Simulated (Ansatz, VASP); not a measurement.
One calculation of Cs3Cd4Te4, two programs

```
Cs Cd Te
1.0
    -4.73711    4.73711    4.73711
     4.73711   -4.73711    4.73711
     4.73711    4.73711   -4.73711
Cs Cd Te
3 4 4
Cartesian
  4.7371 0.0000 0.0000
  0.0000 4.7371 0.0000
  0.0000 0.0000 4.7371
  1.1384 1.1384 1.1384
  3.5987 3.5987 -3.5987
  -1.1384 1.1384 8.3358
  5.8755 3.5987 3.5987
  2.8191 2.8191 2.8191
  1.9180 1.9180 -1.9180
  -2.8191 2.8191 6.6551
  7.5562 1.9180 1.9180
```

Alike in both runs: task single point; functional PBE; k mesh 4 × 4 × 4; occupations gaussian, width 0.2 eV; no spin polarisation.

|  | VASP | Ansatz |
| --- | --- | --- |
| version | VASP 6.6.1 | Ansatz 0.2.0 |
| potentials or method | VASP PAW PBE potentials, release 64 (Cs_sv, Cd, Te), cutoff 520 eV | scalar-relativistic, plane waves, PAW |
| valence electrons in the cell | 99 | 171 |

Ansatz gave:

```
gap on the k mesh at the Fermi level (eV) : none
pressure (GPa)                            : 0.0
rms of the force components (eV/Å)        : 0.004
```

Problem. Estimate VASP's values.

Solution. gap on the k mesh at the Fermi level (eV): none; pressure (GPa): 0.1; rms of the force components (eV/Å): 0.004.

Atom by atom the forces differ by 0.001 eV/Å (rms over components). A gap of «none» marks a metal or a gap that the smearing closes. VASP's potentials hold 99 valence electrons a cell and Ansatz's 171, so a difference there can come from the potentials and not from the codes.

Spin-orbit coupling is off throughout.
